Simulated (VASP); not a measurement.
## AlGa3Sb2: single point with PBE

Crystal: AlGa3Sb2.

```xyz
6
Lattice="2.8795 1.6625 4.8720 -2.8795 1.6625 4.8720 0.0000 -3.3250 4.8720" Properties=species:S:1:pos:R:3 pbc="T T T"
Al    0.0000    0.0000    7.3080
Ga    1.4398   -0.8313    4.8720
Ga    0.0000    1.6625    4.8720
Ga   -1.4398   -0.8313    4.8720
Sb    0.0000    0.0000   12.7652
Sb    0.0000    0.0000    1.8508
```

```
Program                : VASP 6.6.1
Task                   : single point
Functional             : PBE
Potentials or basis    : VASP PAW PBE potentials, release 64 (Al, Ga_d, Sb)
Cutoff                 : 520 eV
k mesh                 : 6 × 6 × 6
Occupations            : gaussian, width 0.1 eV
Spin                   : no spin polarisation
Dipole correction      : no
Further INCAR settings : ALGO = Fast; EDIFF = 1e-07; NBANDS = 35
```

```json
{
  "Pressure": "-3.3 GPa",
  "Largest force": "0.178 eV/Å",
  "Band gap on the k mesh": "zero (band 26 reaches 6.87 eV, above the bottom of band 27 at 4.14 eV)"
}
```

Forces in eV/Å, atoms in the order of the input:
```
Al   0.000  0.000  0.000
Ga   0.000  0.000  0.000
Ga   0.000  0.000  0.000
Ga   0.000  0.000  0.000
Sb   0.000  0.000 -0.178
Sb   0.000  0.000  0.178
```

Stress tensor (GPa, compression positive):
```
-3.17  0.00  0.00
 0.00 -3.17  0.00
 0.00  0.00 -3.41
```

Levels at points of the mesh, in eV from the Fermi level:
```tsv
k point	band 23	band 24	band 25	band 26	band 27	band 28	band 29	band 30
(0.00, 0.00, 0.00)	-3.05	-3.05	-3.04	-1.96	-1.96	-1.24	-0.24	-0.24
(0.50, 0.00, 0.00)	-3.70	-1.65	-0.91	0.04	0.32	1.02	1.30	2.17
(0.50, 0.50, 0.00)	-0.73	-0.54	0.16	0.52	0.75	1.31	1.68	1.87
(0.50, 0.50, 0.50)	-3.72	-1.56	-0.52	-0.19	-0.19	0.79	0.79	1.82
```

Wall time 3.1 min on 1 thread of Intel(R) Xeon(R) Platinum 8488C (Sapphire Rapids) (shared host), peak memory 0.4 GiB.

Caveat: spin-orbit coupling is left out, which moves the levels of the heavy elements.
